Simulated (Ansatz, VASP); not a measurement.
# One calculation of GaP, two programs

File POSCAR:

```
GaP
1.0
    0.0000000000      2.7258125000      2.7258125000
    2.7258125000      0.0000000000      2.7258125000
    2.7258125000      2.7258125000      0.0000000000
Ga P
1 1
Direct
    0.0000000000      0.0000000000      0.0000000000
    0.7500000000      0.7500000000      0.7500000000
```

INCAR.step1

```
  PREC = Accurate
  ENCUT = 400
  EDIFF = 1E-5
  ISMEAR = -1
  SIGMA = 0.01
  LREAL = F
  LASPH = T
  NELM = 120
  ALGO = Normal
  ISIF = 2
  LWAVE = T
  LCHARG = F
  NBANDS = 16
  GGA = PE
  GGA_COMPAT = F
```

The input INCAR.step2:

```
  PREC = Accurate
  ENCUT = 400
  EDIFF = 1E-6
  ISMEAR = -1
  SIGMA = 0.01
  LREAL = F
  LASPH = T
  NELM = 120
  ALGO = Normal
  ISIF = 2
  LWAVE = F
  LCHARG = F
  GGA = PE
  LHFCALC = T
  AEXX = 0.25
  PRECFOCK = Normal
  NBANDS = 16
  ISTART = 1
  GGA_COMPAT = F
```

The input KPOINTS:

```
Automatic mesh
0
Gamma
  6 6 6
```

Input for Ansatz:

```yaml
crystal:
  lattice:
    - [0.0, 2.7258125, 2.7258125]
    - [2.7258125, 0.0, 2.7258125]
    - [2.7258125, 2.7258125, 0.0]
  atoms:
    - { symbol: Ga, position: [0.0, 0.0, 0.0] }
    - { symbol: P, position: [0.75, 0.75, 0.75] }
basis:
  ecutwfc: 420.0
  ecutrho_ratio: 4
  xc_grid: 2
  precision: f64
hamiltonian:
  xc: pbe0
  pseudopotentials: { kind: paw, azcp: { folder: soft_1 } }
scf:
  max_iter: 100
  occupations: { method: fermi_dirac, width: 0.01 }
kpoints:
  mp_grid: { grid: [6, 6, 6] }
  band_path: { path: [VBM, CBM], npoints: 1 }
checkpoint:
  write: "../edges.pbe0.run"
  compress: false
  write_wavefunctions: true
  write_every: 100000
```

Alike in both runs: task single point; functional PBE0; k mesh 6 × 6 × 6; occupations fermi-dirac, width 0.01 eV; no spin polarisation.

```csv
,VASP,Ansatz
version,VASP 6.6.1,Ansatz 0.2.0
potentials or method,"VASP PAW PBE potentials, release 64 (Ga_d, P), cutoff 400 eV",plane-wave PAW DFT
valence electrons in the cell,18,18
```

|  | VASP | Ansatz | Ansatz less VASP |
| --- | --- | --- | --- |
| gap on the k mesh at the Fermi level (eV) | 2.98 | 2.96 | -0.022 |

The functional is the same, so the differences come from potentials, cutoffs and numerics.
